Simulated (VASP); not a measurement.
Here is a VASP 6.6.1 calculation.

Contents of POSCAR:

```
Cl
1.0
    0.0000000000      3.2102376156      3.2102376156
    3.2102376156      0.0000000000      3.2102376156
    3.2102376156      3.2102376156      0.0000000000
Cl
2
Direct
    0.0000000000      0.0000000000      0.0000000000
    0.2500000000      0.2500000000      0.2500000000
```

Contents of INCAR.step1:

```
SYSTEM = Cl
PREC = Accurate
ENCUT = 520
ISMEAR = -1
SIGMA = 0.1
LREAL = .FALSE.
LASPH = .TRUE.
NELM = 60
NBANDS = 14
GGA = PE
ALGO = Normal
EDIFF = 1E-4
LWAVE = .TRUE.
LCHARG = .FALSE.
```

The input INCAR.step2:

```
SYSTEM = Cl
PREC = Accurate
ENCUT = 520
EDIFF = 1E-7
ISMEAR = -1
SIGMA = 0.1
LREAL = .FALSE.
LASPH = .TRUE.
NELM = 60
ALGO = Normal
ISIF = 2
LWAVE = .FALSE.
LCHARG = .TRUE.
METAGGA = R2SCAN
LMIXTAU = .TRUE.
LELF = .TRUE.
LVHAR = .TRUE.
NBANDS = 14
ISTART = 1
```

The input KPOINTS:

```
regular mesh
0
G
  9 9 9
  0 0 0
```

Potentials or basis: VASP PAW PBE potentials, release 64 (Cl).

Run with:

```console
$ cat potpaw_PBE.64/Cl/POTCAR > POTCAR
$ cp INCAR.step1 INCAR
$ mpirun -np 1 vasp_std > vasp.out
$ cp INCAR.step2 INCAR
$ mpirun -np 1 vasp_std > vasp.out
```

Q: What does it give for the band gap on the k mesh?

A: Zero (bands 7 and 8 overlap by 1.23 eV).

Q: What does it give for the pressure?

A: 0.1 GPa.

Caveat: the PAW data sets were made with another functional, which shifts forces and pressure a little.
